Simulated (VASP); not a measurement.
Input of a VASP 6.6.1 run:

File INCAR:

```
SYSTEM = PbSe
ALGO = Normal ; EDIFF = 1E-7
ENCUT = 520 ; GGA = PE
ISIF = 2 ; ISMEAR = 0
IVDW = 12 ; LASPH = .TRUE.
LCHARG = .FALSE. ; LREAL = .FALSE.
LWAVE = .FALSE. ; NBANDS = 17
NELM = 80 ; PREC = Accurate
SIGMA = 0.03
```

File KPOINTS:

```
k-points
0
G
  10 10 10
  0 0 0
```

Contents of POSCAR:

```
PbSe
1.0
    0.0000000000      3.0562648117      2.8664707669
    3.0562648117      0.0000000000      2.8664707669
    3.0562648117      3.0562648117      0.0000000000
Pb Se
1 1
Direct
    0.0000000000      0.0000000000      0.0000000000
    0.5000000000      0.5000000000      0.5000000000
```

Potentials or basis: VASP PAW PBE potentials, release 64 (Pb_d, Se).

The run is started by

```bash
$ cat potpaw_PBE.64/Pb_d/POTCAR potpaw_PBE.64/Se/POTCAR > POTCAR
$ mpirun -np 1 vasp_std > vasp.out
```

Task: Predict the pressure.

Result: 5.2 GPa.

Task: Estimate the dispersion energy per atom.

Result: -0.395 eV.

Task: Predict the band gap on the k mesh.

Result: 0.11 eV.

Stress tensor (GPa, compression positive):
```
 1.14  0.00  0.00
 0.00  1.14  0.00
 0.00  0.00 13.39
```

Caveat: the cell stands under pressure; spin-orbit coupling is left out, which moves the levels of the heavy elements. A k mesh can miss the band edges.
